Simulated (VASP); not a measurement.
# C10N in VASP: notebook

Runs on C10N. Level: PBE+D3(BJ). Tasks: single point.

All numbers are computed with VASP 6.6.1; they aren't measurements. Logs are shortened: lines on timing, memory, paths and dates and some standing lists are left out, and cuts for length are marked.

## 1. The cell of the first run

The cell holds a slab with vacuum, 11 atoms: a = 2.466 Å, b = 2.465 Å, c = 32.598 Å, α = 90.00°, β = 90.00°, γ = 120.01°.

## 2. Single point, PBE+D3(BJ)

INCAR reads:

```
ALGO     = Normal         # electronic algorithm
DIPOL    = 0.5 0.5 0.490
EDIFF    = 1E-6           # SCF threshold, eV
ENCUT    = 520            # plane-wave cutoff, eV
GGA      = PE             # functional
IDIPOL   = 3            
ISIF     = 2              # what is computed and relaxed
ISMEAR   = 0              # smearing method
IVDW     = 12             # dispersion correction
LASPH    = T              # aspherical terms in the spheres
LCHARG   = F              # write CHGCAR
LDIPOL   = T            
LREAL    = F              # projectors in reciprocal space
LWAVE    = F              # write WAVECAR
NBANDS   = 34             # bands
NELM     = 100            # most SCF steps
PREC     = Accurate       # precision mode
SIGMA    = 0.1            # smearing width, eV
```

KPOINTS reads:

```
k-points
0
Gamma
  12 12 1
```

POSCAR reads:

```
C10N
1.0
    2.4655379968      0.0000000000      0.0000000000
   -1.2327689984      2.1341461181      0.0000000000
    0.0000000000      0.0000000000     32.5979680033
C N
10 1
Direct
    0.0833101796      0.1666203592      0.2607524494
    0.4166898204      0.8333796408      0.2607524494
    0.5833101796      0.1666203592      0.3650391026
    0.9166898204      0.8333796408      0.3650391026
    0.0135134803      0.0270269606      0.4685002703
    0.3469679352      0.6939358704      0.4685032121
    0.7000558641      0.4001117282      0.5716859774
    1.0333933507      1.0667867014      0.5718284937
    0.0291100226      0.0582200453      0.6650130677
    0.3624272403      0.7248544806      0.6748516468
    0.3624620917      0.7249241835      0.7194894640
```

Potentials or basis: VASP PAW PBE potentials, release 64 (C, N).

The run is started by

```bash
> cat potpaw_PBE.64/C/POTCAR potpaw_PBE.64/N/POTCAR > POTCAR
> mpirun -np 1 vasp_std > vasp.out
```

OUTCAR:

```text
EDIFF = 1E-6
   ENCUT = 520
   GGA = PE
   ISIF = 2
   ISMEAR = 0
   IVDW = 12
   LASPH = T
   LREAL = F
   NELM = 100
   PREC = Accurate
 IVDW          = 12

 ion  position               nearest neighbor table
   1  0.083  0.167  0.261-   2 1.42   2 1.42   2 1.42
   2  0.417  0.833  0.261-   1 1.42   1 1.42   1 1.42
   3  0.583  0.167  0.365-   4 1.42   4 1.42   4 1.42
   4  0.917  0.833  0.365-   3 1.42   3 1.42   3 1.42
   5  0.014  0.027  0.469-   6 1.42   6 1.42   6 1.42
   6  0.347  0.694  0.469-   5 1.42   5 1.42   5 1.42
   7  0.700  0.400  0.572-   8 1.42   8 1.42   8 1.42
   8  0.033  0.067  0.572-   7 1.42   7 1.42   7 1.42
   9  0.029  0.058  0.665-  10 1.46  10 1.46  10 1.46
  10  0.362  0.725  0.675-  11 1.46   9 1.46   9 1.46   9 1.46
  11  0.362  0.725  0.719-  10 1.46

  Warning from LATTYP: Monoclinic adjustment (A1->A3, A2->A1, A3->A2)!
  LATTYP: Found a base centered orthorhombic cell.
 ALAT       =     2.4655379968
 B/A-ratio  =     1.7311808789
 C/A-ratio  =    13.2214421540

  Lattice vectors:

 A1 = (   1.2327689984,  -2.1341461181,   0.0000000000)
 A2 = (   1.2327689984,   2.1341461181,   0.0000000000)
 A3 = (   0.0000000000,   0.0000000000,  32.5979680033)

Analysis of symmetry for initial positions (statically):
=====================================================================
 Subroutine PRICEL returns:
 Original cell was already a primitive cell.

 Routine SETGRP: Setting up the symmetry group for a
 base centered orthorhombic supercell.

 Subroutine GETGRP returns: Found  2 space group operations
 (whereof  2 operations were pure point group operations)
 out of a pool of  8 trial point group operations.

The static configuration has the point symmetry C_1h.

Analysis of symmetry for dynamics (positions and initial velocities):
=====================================================================
 Subroutine PRICEL returns:
 Original cell was already a primitive cell.

 Routine SETGRP: Setting up the symmetry group for a
 base centered orthorhombic supercell.

 Subroutine GETGRP returns: Found  2 space group operations
 (whereof  2 operations were pure point group operations)
 out of a pool of  8 trial point group operations.

The dynamic configuration has the point symmetry C_1h.

 Subroutine INISYM returns: Found  2 space group operations
 (whereof  2 operations are pure point group operations),
 and found     1 'primitive' translations

[... 130 lines left out ...]
   IMIX   =      4    mixing-type and parameters
     AMIX     =   0.40;   BMIX     =  1.00
     AMIX_MAG =   1.60;   BMIX_MAG =  1.00
  volume/ion in A,a.u.               =      15.59       105.23
  Fermi-wavevector in a.u.,A,eV,Ry     =   1.048022  1.980474 14.943947  1.098349
  Thomas-Fermi vector in A             =   2.182926
   LORBIT       =      0    0 simple, 1 ext, 2 COOP (PROOUT), +10 PAW based schemes
   GGA     = PE    functional components
   LHFCALC =     F    Hartree Fock is set to
   AEXX    =    0.0000 exact exchange contribution
   IVDW    =    12    specifies the selected vdW correction
   LEPSILON=     F    determine dielectric tensor
   LRPA    =     F    only Hartree local field effects (RPA)
 non-spin polarized calculation
 Gauss-broadening in eV      SIGMA  =   0.10
  energy-cutoff  :      520.00
  volume of cell :      171.52
 maximum number of plane-waves:      4686
   NGX =  9   NGY =  9   NGZ =121

 dipolmoment           0.000000      0.000000     -0.010855 electrons x Angstroem

 number of electron      44.9999996 magnetization

 dipolmoment           0.000000      0.000000      0.074736 electrons x Angstroem

 Free energy of the ion-electron system (eV)
  ---------------------------------------------------
  ext. energy  EPLUGINS =         0.00000000
  ---------------------------------------------------
  free energy    TOTEN  =       -95.53651550 eV

  energy without entropy =      -95.52868196  energy(sigma->0) =      -95.53259873

 E-fermi :   0.2060     XC(G=0):  -6.1023

 val. band max:        0.1686390287   @ k =   0.3333   0.3333   0.0000
 cond. band min:       0.2135624231   @ k =   0.0833   0.3333   0.0000
 fundamental gap:      0.0449233944
 Fermi energy:         0.2059654700

 k-point     1 :       0.0000    0.0000    0.0000
  band No.  band energies     occupation
      1     -21.8692      2.00000
      2     -19.5935      2.00000
      3     -19.4121      2.00000
      4     -19.3225      2.00000
      5     -19.2181      2.00000
      6     -15.5140      2.00000
[... 877 lines left out ...]
     33      10.1358      0.00000
     34      10.2647      0.00000

 [... further k-points ...]

------------------------ aborting loop because EDIFF is reached ----------------------------------------

 vacuum level on the upper side and lower side of the slab       (xc-potential included)         0.984        -1.572

 Edisp (eV)   -1.56737

 E8    (eV) :    -0.4507

  FORCE on cell =-STRESS in cart. coord.  units (eV):
  Direction    XX          YY          ZZ          XY          YZ          ZX
  --------------------------------------------------------------------------------------
  -------------------------------------------------------------------------------------
  Total       2.86456     2.99947     0.07500     0.00000    -0.02872     0.00000
  in kB      26.75725    28.01748     0.70060     0.00000    -0.26825     0.00000
  external pressure =       18.49 kB  Pullay stress =        0.00 kB

 VOLUME and BASIS-vectors are now :
 -----------------------------------------------------------------------------
  energy-cutoff  :      520.00
  volume of cell :      171.52
      direct lattice vectors                 reciprocal lattice vectors
     2.465537997  0.000000000  0.000000000     0.405590991  0.234285739  0.000000000
    -1.232768998  2.134146118  0.000000000     0.000000000  0.468571478  0.000000000
     0.000000000  0.000000000 32.597968003     0.000000000  0.000000000  0.030676759

 POSITION                                       TOTAL-FORCE (eV/Angst)
 -----------------------------------------------------------------------------------
     -0.00000      0.35559      8.50000         0.000000      0.003069     -0.001436
      0.00000      1.77855      8.50000         0.000000     -0.001413      0.001203
      1.23277      0.35559     11.89953        -0.000000      0.010737     -0.010153
      1.23277      1.77855     11.89953         0.000000     -0.006830      0.007724
      0.00000      0.05768     15.27216         0.000000      0.014624      0.000642
      0.00000      1.48096     15.27225        -0.000000     -0.017997      0.000560
      1.23277      0.85390     18.63580         0.000000     -0.009780      0.000895
      0.00000      0.14253     18.64045        -0.000000      0.007058      0.001832
     -0.00000      0.12425     21.67807         0.000000     -0.009898     -0.046018
      0.00000      1.54695     21.99879         0.000000      0.010179     -0.046062
     -0.00000      1.54709     23.45389         0.000000      0.000251      0.090811
 -----------------------------------------------------------------------------------
    total drift:                               -0.000004      0.000612     -0.001169

  FREE ENERGIE OF THE ION-ELECTRON SYSTEM (eV)
  ---------------------------------------------------
  free  energy   TOTEN  =       -97.1038896469 eV

  energy  without entropy=      -97.0960561111  energy(sigma->0) =      -97.09997288

 vacuum level on the upper side and lower side of the slab         6.774         4.183
```

OSZICAR:

```text
N       E                     dE             d eps       ncg     rms          rms(c)
DAV:   1     0.277285156419E+03    0.27729E+03   -0.20896E+04  2932   0.113E+03
[... 28 lines left out ...]
DAV:  30    -0.955365890879E+02    0.29357E-04   -0.15579E-05  3540   0.238E-02    0.286E-02
DAV:  31    -0.955365077630E+02    0.81325E-04   -0.48577E-05  3866   0.687E-02    0.843E-03
DAV:  32    -0.955365048146E+02    0.29485E-05   -0.11633E-05  3486   0.277E-02    0.427E-03
DAV:  33    -0.955365074210E+02   -0.26065E-05   -0.45627E-06  3358   0.102E-02    0.342E-03
DAV:  34    -0.955365090925E+02   -0.16715E-05   -0.10134E-06  2514   0.103E-02    0.282E-03
DAV:  35    -0.955365163965E+02   -0.73040E-05   -0.34832E-06  2650   0.183E-02    0.554E-03
DAV:  36    -0.955365154956E+02    0.90091E-06   -0.90391E-07  2390   0.835E-03
   1 F= -.97103890E+02 E0= -.97099973E+02  d E =-.783354E-02
```

Wall time 6.3 min (1 thread of Intel Xeon 6975P-C (Granite Rapids), shared host); peak memory 0.37 GiB.

Results:

```
Free energy                : -97.1039 eV
Largest force              : 0.091 eV/Å
Band gap on the k mesh     : zero (an odd number of electrons rules out a gap without spin polarisation)
Dispersion energy per atom : -0.142 eV
```

Forces in eV/Å, atoms in the order of the input:
```
C    0.000  0.003 -0.001
C    0.000 -0.001  0.001
C    0.000  0.011 -0.010
C    0.000 -0.007  0.008
C    0.000  0.015  0.001
C    0.000 -0.018  0.001
C    0.000 -0.010  0.001
C    0.000  0.007  0.002
C    0.000 -0.010 -0.046
C    0.000  0.010 -0.046
N    0.000  0.000  0.091
```

## 3. Single point, PBE+D3(BJ)

INCAR reads:

```
PREC = Accurate
ENCUT = 520
EDIFF = 1E-6
ISMEAR = 0
SIGMA = 0.1
LREAL = F
LASPH = T
NELM = 80
ALGO = Normal
ISIF = 2
LWAVE = F
LCHARG = F
LDIPOL = T
IDIPOL = 3
DIPOL = 0.5 0.5 0.490
GGA = PE
IVDW = 12
NBANDS = 34
```

KPOINTS reads:

```
Automatic mesh
0
Gamma
  12 12 1
```

POSCAR reads:

```
C10N
1.0
    2.4655379968      0.0000000000      0.0000000000
   -1.2327689984      2.1341461181      0.0000000000
    0.0000000000      0.0000000000     32.5979680033
C N
10 1
Direct
    0.0833101796      0.1666203592      0.2607524494
    0.4166898204      0.8333796408      0.2607524494
    0.5833101796      0.1666203592      0.3650391026
    0.9166898204      0.8333796408      0.3650391026
   -0.0653553967     -0.1132166418      0.4683707768
    0.2679921133      0.5535484682      0.4683810811
    0.6091536036      0.2720933144      0.5717020126
    0.9425035887      0.9388368732      0.5718287061
   -0.0196666411      0.0322973993      0.6646474930
    0.3138209611      0.6992442660      0.6745969165
    0.3152269985      0.7003814988      0.7191807997
```

Potentials or basis: VASP PAW PBE potentials, release 64 (C, N).

The run is started by

```bash
> cat potpaw_PBE.64/C/POTCAR potpaw_PBE.64/N/POTCAR > POTCAR
> mpirun -np 1 vasp_std > vasp.out
```

Run time: 10 min. Hardware: 1 thread of Intel Xeon 6975P-C (Granite Rapids), shared host; peak memory 0.47 GiB.

It converged, with:

```
Free energy                : -97.1053 eV
Largest force              : 0.098 eV/Å
Band gap on the k mesh     : zero (an odd number of electrons rules out a gap without spin polarisation)
Dispersion energy per atom : -0.143 eV
```

Forces in eV/Å, atoms in the order of the input:
```
C    0.001  0.004 -0.001
C   -0.001 -0.002  0.003
C    0.000  0.012 -0.014
C   -0.001 -0.009  0.014
C   -0.001 -0.002 -0.001
C    0.000  0.001 -0.001
C    0.000 -0.001 -0.008
C    0.000  0.000  0.006
C    0.003 -0.002 -0.013
C    0.002 -0.003 -0.084
N   -0.004  0.002  0.098
```

Levels at points of the mesh, in eV from the Fermi level:
```tsv
k point	band 20	band 21	band 22	band 23	band 24	band 25
(0.00, 0.00, 0.00)	-3.02	-3.01	-0.74	1.67	1.67	3.63
(0.50, 0.00, 0.00)	-2.50	-2.38	-2.24	-0.08	0.49	1.43
(0.50, 0.50, 0.00)	-2.48	-2.38	-2.24	-0.10	0.49	1.41
(0.00, 0.50, 0.00)	-2.69	-2.38	-1.96	0.03	0.49	1.28
```
